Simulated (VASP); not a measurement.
# Re (Fm-3m) in VASP: notebook

Re is run at these levels: PBE; tasks: electric field gradients.

Everything below comes from runs of VASP 6.6.1. Logs are shortened: lines on timing, memory, paths and dates and some standing lists are left out, and cuts for length are marked.

## Step 1: The cell of the first run

Symmetry: Fm-3m, No. 225, cubic system. Conventional cell: a = 3.976 Å, b = 3.976 Å, c = 3.976 Å, α = 90.00°, β = 90.00°, γ = 90.00°. Re (site symmetry m-3m) has 12 Re at 2.81 Å within 3.7 Å.

This isn't the form of Re at room conditions, which is hcp.

## Step 2: Electric field gradients, PBE (15.72 Å³/atom)

The input, INCAR:

```
ALGO = Normal
EDIFF = 1E-8
ENCUT = 520
GGA = PE
GGA_COMPAT = F
ISIF = 2
ISMEAR = -1
LASPH = T
LCHARG = F
LEFG = T
LREAL = F
LWAVE = F
NBANDS = 10
NELM = 120
PREC = Accurate
SIGMA = 0.03
```

The input, KPOINTS:

```
k-points
0
Gamma
  14 14 14
```

The input, POSCAR:

```
Re
1.0
    0.0000000000      1.9880798514      1.9880798514
    1.9880798514      0.0000000000      1.9880798514
    1.9880798514      1.9880798514      0.0000000000
Re
1
Direct
    0.0000000000      0.0000000000      0.0000000000
```

Potentials or basis: VASP PAW PBE potentials, release 64 (Re).

Run with:

```sh
> cat potpaw_PBE.64/Re/POTCAR > POTCAR
> mpirun -np 1 vasp_std > vasp.out
```

OUTCAR:

```text
EDIFF = 1E-8
   ENCUT = 520
   GGA = PE
   ISIF = 2
   ISMEAR = -1
   LASPH = T
   LREAL = F
   NELM = 120
   PREC = Accurate

 ion  position               nearest neighbor table
   1  0.000  0.000  0.000-

  LATTYP: Found a face centered cubic cell.
 ALAT       =     3.9761597028

  Lattice vectors:

 A1 = (   0.0000000000,   1.9880798514,   1.9880798514)
 A2 = (   1.9880798514,   0.0000000000,   1.9880798514)
 A3 = (   1.9880798514,   1.9880798514,   0.0000000000)

Analysis of symmetry for initial positions (statically):
=====================================================================
 Subroutine PRICEL returns:
 Original cell was already a primitive cell.

 Routine SETGRP: Setting up the symmetry group for a
 face centered cubic supercell.

 Subroutine GETGRP returns: Found 48 space group operations
 (whereof 48 operations were pure point group operations)
 out of a pool of 48 trial point group operations.

The static configuration has the point symmetry O_h .

Analysis of symmetry for dynamics (positions and initial velocities):
=====================================================================
 Subroutine PRICEL returns:
 Original cell was already a primitive cell.

 Routine SETGRP: Setting up the symmetry group for a
 face centered cubic supercell.

 Subroutine GETGRP returns: Found 48 space group operations
 (whereof 48 operations were pure point group operations)
 out of a pool of 48 trial point group operations.

The dynamic configuration has the point symmetry O_h .

 Subroutine INISYM returns: Found 48 space group operations
 (whereof 48 operations are pure point group operations),
 and found     1 'primitive' translations

----------------------------------------------------------------------------------------

                                     Primitive cell

  volume of cell :      15.7156

  direct lattice vectors                    reciprocal lattice vectors
     0.000000000  1.988079851  1.988079851    -0.251498952  0.251498952  0.251498952
     1.988079851  0.000000000  1.988079851     0.251498952 -0.251498952  0.251498952
     1.988079851  1.988079851  0.000000000     0.251498952  0.251498952 -0.251498952

  length of vectors
     2.811569489  2.811569489  2.811569489     0.435608964  0.435608964  0.435608964

  position of ions in fractional coordinates (direct lattice)
     0.000000000  0.000000000  0.000000000

  ion indices of the primitive-cell ions
   primitive index   ion index
                 1           1

----------------------------------------------------------------------------------------

 KPOINTS: k-points

Automatic generation of k-mesh.
 Grid dimensions read from file:
 generate k-points for:   14   14   14

 Generating k-lattice:

  Cartesian coordinates                     Fractional coordinates (reciprocal lattice)
    -0.017964211  0.017964211  0.017964211     0.071428571  0.000000000  0.000000000
     0.017964211 -0.017964211  0.017964211     0.000000000  0.071428571  0.000000000
     0.017964211  0.017964211 -0.017964211     0.000000000  0.000000000  0.071428571

  Length of vectors
     0.031114926  0.031114926  0.031114926

  Shift w.r.t. Gamma in fractional coordinates (k-lattice)
     0.000000000  0.000000000  0.000000000

 Subroutine IBZKPT returns following result:
 ===========================================

 Found    104 irreducible k-points:

 Following reciprocal coordinates:
            Coordinates               Weight
  0.000000  0.000000  0.000000      1.000000
  0.071429  0.000000  0.000000      8.000000
  0.142857  0.000000  0.000000      8.000000
  0.214286  0.000000  0.000000      8.000000
  0.285714  0.000000  0.000000      8.000000
  0.357143  0.000000  0.000000      8.000000
[... 16 lines left out ...]
  0.214286  0.142857  0.000000     24.000000
  0.285714  0.142857  0.000000     24.000000
 [... further k-points ...]
   k-points           NKPTS =    104   k-points in BZ     NKDIM =    104   number of bands    NBANDS=     10
   number of dos      NEDOS =    301   number of ions     NIONS =      1
   total plane-waves  NPLWV =  13824
   dimension x,y,z NGX =    24 NGY =   24 NGZ =   24
   dimension x,y,z NGXF=    48 NGYF=   48 NGZF=   48
   ions per type =               1
   NGX,Y,Z   is equivalent  to a cutoff of  14.19, 14.19, 14.19 a.u.
   NGXF,Y,Z  is equivalent  to a cutoff of  28.38, 28.38, 28.38 a.u.
 SYSTEM =  unknown system
   PREC   = accura    normal or accurate (medium, high low for compatibility)
   ISTART =      0    job   : 0-new  1-cont  2-samecut
   ICHARG =      2    charge: 1-file 2-atom 10-const
   ISPIN  =      1    spin polarized calculation?
   LNONCOLLINEAR =      F non collinear calculations
   LSORBIT =      F    spin-orbit coupling
   LASPH  =      T    aspherical Exc in radial PAW
   ENCUT  =  520.0 eV  38.22 Ry    6.18 a.u.   5.23  5.23  5.23*2*pi/ulx,y,z
   NELM   =    120;   NELMIN=  2; NELMDL= -5     # of ELM steps
   EDIFF  = 0.1E-07   stopping-criterion for ELM
   LREAL  =      F    real-space projection
   EDIFFG = 0.1E-06   stopping-criterion for IOM
   NSW    =      0    number of steps for IOM
   IBRION =     -1    ionic relax: 0-MD 1-quasi-New 2-CG
   NFREE  =      0    steps in history (QN), initial steepest desc. (CG)
   ISIF   =      2    stress and relaxation
   ISYM   =      2    0-nonsym 1-usesym 2-fastsym
   POTIM  = 0.5000    time-step for ionic-motion
   TEBEG  =    0.0;   TEEND  =   0.0 temperature during run
   PSTRESS=    0.0 pullay stress
   NELECT =       7.0000    total number of electrons
   NUPDOWN=      -1.0000    fix difference up-down
   EMIN   =  10.00;   EMAX   =-10.00  energy-range for DOS
   EFERMI =   0.00;   METHOD = LEGACY
   ISMEAR =    -1;   SIGMA  =   0.03  broadening in eV -4-tet -1-fermi 0-gaus
   EFERMI_NEDOS =   21; number of points for ismear=-14 and -15
   IALGO  =     38    algorithm
   IMIX   =      4    mixing-type and parameters
     AMIX     =   0.40;   BMIX     =  1.00
     AMIX_MAG =   1.60;   BMIX_MAG =  1.00
  volume/ion in A,a.u.               =      15.72       106.05
  Fermi-wavevector in a.u.,A,eV,Ry     =   1.250250  2.362631 21.267623  1.563126
  Thomas-Fermi vector in A             =   2.384253
   LORBIT       =      0    0 simple, 1 ext, 2 COOP (PROOUT), +10 PAW based schemes
   GGA     = PE    functional components
   LHFCALC =     F    Hartree Fock is set to
   AEXX    =    0.0000 exact exchange contribution
   IVDW    =     0    specifies the selected vdW correction
   LEPSILON=     F    determine dielectric tensor
   LRPA    =     F    only Hartree local field effects (RPA)
 non-spin polarized calculation
  energy-cutoff  :      520.00
  volume of cell :       15.72
 maximum number of plane-waves:       444
 NGX is ok and might be reduce to    24
   NGX = 11   NGY = 11   NGZ = 11

 number of electron       7.0000000 magnetization

 Free energy of the ion-electron system (eV)
  ---------------------------------------------------
  ext. energy  EPLUGINS =         0.00000000
  ---------------------------------------------------
  free energy    TOTEN  =       -12.31975273 eV

  energy without entropy =      -12.31539907  energy(sigma->0) =      -12.31757590

 E-fermi :   7.3278     XC(G=0): -13.3694

 val. band max:        7.3099245049   @ k =  -0.2143   0.2857   0.0714
 cond. band min:       7.3722810242   @ k =  -0.1429   0.1429   0.0000
 fundamental gap:      0.0623565193
 Fermi energy:         7.3277567538

 k-point     1 :       0.0000    0.0000    0.0000
  band No.  band energies     occupation
      1      -2.3169      2.00000
      2       5.6076      2.00000
      3       5.6076      2.00000
      4       5.6076      2.00000
      5       8.4903      0.00000
      6       8.4903      0.00000
      7      21.1979      0.00000
      8      26.4836      0.00000
      9      26.4836      0.00000
     10      26.4836      0.00000

 k-point     2 :       0.0714    0.0000    0.0000
  band No.  band energies     occupation
      1      -2.0973      2.00000
      2       5.4630      2.00000
      3       5.7085      2.00000
      4       5.7085      2.00000
      5       8.4136      0.00000
      6       8.4136      0.00000
      7      21.6166      0.00000
      8      25.3954      0.00000
      9      26.8777      0.00000
     10      26.8777      0.00000

 k-point     3 :       0.1429    0.0000    0.0000
  band No.  band energies     occupation
      1      -1.4758      2.00000
      2       5.1249      2.00000
      3       5.9410      2.00000
      4       5.9410      2.00000
      5       8.2877      0.00000
      6       8.2877      0.00000
      7      22.6170      0.00000
      8      23.7249      0.00000
      9      27.9999      0.00000
     10      27.9999      0.00000

 k-point     4 :       0.2143    0.0000    0.0000
  band No.  band energies     occupation
      1      -0.5870      2.00000
      2       4.8366      2.00000
      3       6.0772      2.00000
      4       6.0772      2.00000
      5       8.4077      0.00000
      6       8.4077      0.00000
      7      21.7463      0.00000
      8      24.1449      0.00000
      9      29.6805      0.00000
     10      29.6805      0.00000
[... 222 lines left out ...]
 k-point    22 :       0.1429    0.1429    0.0000
  band No.  band energies     occupation
      1      -1.1897      2.00000
      2       4.6850      2.00000
      3       6.3026      2.00000
      4       6.3026      2.00000
      5       7.3780      0.31568
      6       8.8604      0.00000
      7      23.3161      0.00000
      8      24.9213      0.00000
      9      26.9033      0.00000
     10      26.9033      0.00000

 k-point    23 :       0.2143    0.1429    0.0000
  band No.  band energies     occupation
      1      -0.5023      2.00000
      2       4.3025      2.00000
      3       6.3878      2.00000
      4       6.6266      2.00000
      5       7.2792      1.66965
      6       9.0690      0.00000
      7      23.8698      0.00000
      8      24.5243      0.00000
      9      27.1232      0.00000
     10      27.6444      0.00000

 k-point    24 :       0.2857    0.1429    0.0000
  band No.  band energies     occupation
      1       0.3828      2.00000
      2       4.0609      2.00000
      3       5.8781      2.00000
      4       6.7423      2.00000
      5       8.0852      0.00000
      6       9.5020      0.00000
      7      22.2820      0.00000
      8      25.2636      0.00000
      9      27.2878      0.00000
     10      27.9752      0.00000

 [... further k-points ...]

------------------------ aborting loop because EDIFF is reached ----------------------------------------

  FORCE on cell =-STRESS in cart. coord.  units (eV):
  Direction    XX          YY          ZZ          XY          YZ          ZX
  --------------------------------------------------------------------------------------
  -------------------------------------------------------------------------------------
  Total       -1.5647132     -1.5647132     -1.5647132      0.0000000      0.0000000     -0.0000000
  in kB     -159.5195269   -159.5195269   -159.5195269      0.0000000      0.0000000     -0.0000000
  external PRESSURE =    -159.5195269 kB  Pullay stress =       0.0000000 kB

 VOLUME and BASIS-vectors are now :
 -----------------------------------------------------------------------------
  energy-cutoff  :      520.00
  volume of cell :       15.72
      direct lattice vectors                 reciprocal lattice vectors
     0.000000000  1.988079851  1.988079851    -0.251498952  0.251498952  0.251498952
     1.988079851  0.000000000  1.988079851     0.251498952 -0.251498952  0.251498952
     1.988079851  1.988079851  0.000000000     0.251498952  0.251498952 -0.251498952

 POSITION                                       TOTAL-FORCE (eV/Angst)
 -----------------------------------------------------------------------------------
      0.00000      0.00000      0.00000         0.000000      0.000000      0.000000
 -----------------------------------------------------------------------------------
    total drift:                                0.000000      0.000000     -0.000000

  FREE ENERGIE OF THE ION-ELECTRON SYSTEM (eV)
  ---------------------------------------------------
  free  energy   TOTEN  =       -12.3197527300 eV

  energy  without entropy=      -12.3153990688  energy(sigma->0) =      -12.31757590

 Electric field gradients (V/A^2)
---------------------------------------------------------------------
 ion       V_xx      V_yy      V_zz      V_xy      V_xz      V_yz
---------------------------------------------------------------------
   1      -0.000     0.000    -0.000     0.000     0.000     0.000
---------------------------------------------------------------------

 Electric field gradients after diagonalization (V/A^2)
 (convention: |V_zz| > |V_xx| > |V_yy|)
----------------------------------------------------------------------
 ion       V_xx      V_yy      V_zz     asymmetry (V_yy - V_xx)/ V_zz
----------------------------------------------------------------------
   1      -0.000    -0.000     0.000       0.000
----------------------------------------------------------------------

           NMR quadrupolar parameters

 Cq : quadrupolar parameter    Cq=e*Q*V_zz/h
 eta: asymmetry parameters     (V_yy - V_xx)/ V_zz
 Q  : nuclear electric quadrupole moment in mb (millibarn)
----------------------------------------------------------------------
 ion       Cq(MHz)       eta       Q (mb)
----------------------------------------------------------------------
   1       0.000       0.000       1.000
----------------------------------------------------------------------
```

Run time: 7.9 s. Hardware: 1 thread of Intel Xeon 6975P-C (Granite Rapids), shared host; peak memory 0.15 GiB.

What came out:

```yaml
Free_energy: -12.3198 eV
Pressure: -16.0 GPa
Band_gap_on_the_k_mesh: zero (an odd number of electrons rules out a gap without spin polarisation)
Largest_electric_field_gradient_by_atom: zero within the noise of the run
```

Caveat: the cell stands under tension; spin-orbit coupling is left out, which moves the levels of the heavy elements.

(Part 1 of 4 ends here.)
